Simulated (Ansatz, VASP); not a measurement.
## KMgF3 in VASP and in Ansatz

```
CELL_PARAMETERS angstrom
4.58513 0.00000 0.00000
0.00000 4.58513 0.00000
0.00000 0.00000 4.58513
ATOMIC_POSITIONS crystal
K 0.50000 0.50000 0.50000
Mg 0.00000 0.00000 0.00000
F 0.50000 0.50000 0.00000
F 0.50000 0.00000 0.50000
F 0.00000 0.50000 0.50000
```

Change from the starting cell: species swapped into the Dy3AlN type (Pm-3m, No. 221).

Alike in both runs: functional PBE; k mesh 3 × 3 × 3; occupations gaussian, width 0.15 eV; no spin polarisation.

Ansatz relaxed the structure, and its values are those at the end. VASP's run is a single point on that final structure, the one shown.

|  | VASP | Ansatz |
| --- | --- | --- |
| version | VASP 6.6.1 | Ansatz 0.2.0 |
| potentials or method | VASP PAW PBE potentials, release 64 (K_sv, Mg, F), cutoff 600 eV | scalar-relativistic, plane waves, PAW |
| valence electrons in the cell | 32 | 40 |

Ansatz gave:

* gap on the k mesh at the Fermi level (eV): 0.27
* least direct gap on the mesh (eV): 0.27
* pressure (GPa): 0.8

**Question.** Which values does VASP return?

**Answer.** gap on the k mesh at the Fermi level (eV): 0.24; least direct gap on the mesh (eV): 0.24; pressure (GPa): 1.0.

The functional is the same, so the differences come from potentials, cutoffs and numerics. VASP's potentials hold 32 valence electrons a cell and Ansatz's 40, so a difference there can come from the potentials and not from the codes.

The k mesh is coarse, so the values compare programs but aren't converged.
